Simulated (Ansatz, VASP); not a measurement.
Given: the input of a run of VASP 6.6.1 on Sb.

File POSCAR:

```
Sb
1.0
   -1.8713408863      1.8713408863      1.8713408863
    1.8713408863     -1.8713408863      1.8713408863
    1.8713408863      1.8713408863     -1.8713408863
Sb
1
Direct
    0.0000000000      0.0000000000      0.0000000000
```

INCAR.step1

```
ALGO = Normal
EDIFF = 1E-5
ENCUT = 600
GGA = PE
ISMEAR = -1
LASPH = T
LCHARG = F
LREAL = F
LWAVE = T
NBANDS = 8
NELM = 80
PREC = Accurate
SIGMA = 0.05
```

Contents of INCAR.step2:

```
AEXX = 0.25
ALGO = Normal
EDIFF = 1E-6
EDIFFG = -0.01
ENCUT = 600
GGA = PE
HFSCREEN = 0.3
IBRION = 2
ISIF = 3
ISMEAR = -1
ISTART = 1
LASPH = T
LCHARG = F
LHFCALC = T
LREAL = F
LWAVE = F
NELM = 80
NSW = 60
PREC = Accurate
PRECFOCK = Normal
SIGMA = 0.05
```

The input KPOINTS:

```
k-points
0
Gamma
  5 5 5
```

Potentials or basis: VASP PAW PBE potentials, release 64 (Sb).

The run is started by

```console
$ cat potpaw_PBE.64/Sb/POTCAR > POTCAR
$ cp INCAR.step1 INCAR
$ mpirun -np 1 vasp_std > vasp.out
$ cp INCAR.step2 INCAR
$ mpirun -np 1 vasp_std > vasp.out
```

Set up the same calculation for Ansatz 0.2.0. Potentials there: Ansatz PAW.

As run (the cutoff follows the program's own potentials):

Contents of input:

```
crystal:
  lattice:
    - [-1.8713408863, 1.8713408863, 1.8713408863]
    - [1.8713408863, -1.8713408863, 1.8713408863]
    - [1.8713408863, 1.8713408863, -1.8713408863]
  atoms:
    - { symbol: Sb, position: [0.0, 0.0, 0.0] }
hamiltonian:
  xc: { exchange: pbe, correlation: pbe, exx: { coeff: 0.25, omega: 0.3 } }
  pseudopotentials: { kind: paw }
kpoints:
  mp_grid: { grid: [5, 5, 5] }
scf:
  occupations: { method: fermi_dirac, width: 0.05 }
output:
  forces: true
  stress: true
  eigenvalues: true
relax:
  f_tol: 0.01
  max_steps: 40
  cell: { stress_tol: 0.05 }
```

Both were run:

|  | VASP | Ansatz | Ansatz less VASP |
| --- | --- | --- | --- |
| gap on the k mesh at the Fermi level, each at its own relaxed structure (eV) | none | none | - |
| relaxed volume (Å³/atom) | 25.61 | 25.99 | +0.379 |
| relaxed cell length with the largest relative difference (Å) | 3.216 | 3.232 | +0.0158 |

VASP's potentials were made for PBE, not for PBE-based screened hybrid. A gap of «none» marks a metal or a gap that the smearing closes. VASP's potentials hold 5 valence electrons a cell and Ansatz's 15, so a difference there can come from the potentials and not from the codes.

The k mesh is coarse, so the values compare programs but aren't converged. Spin-orbit coupling is off throughout. Noted on Ansatz's run: the plane-wave basis is chosen anew once the cell has moved, so the energies of steps on either side of that aren't comparable.
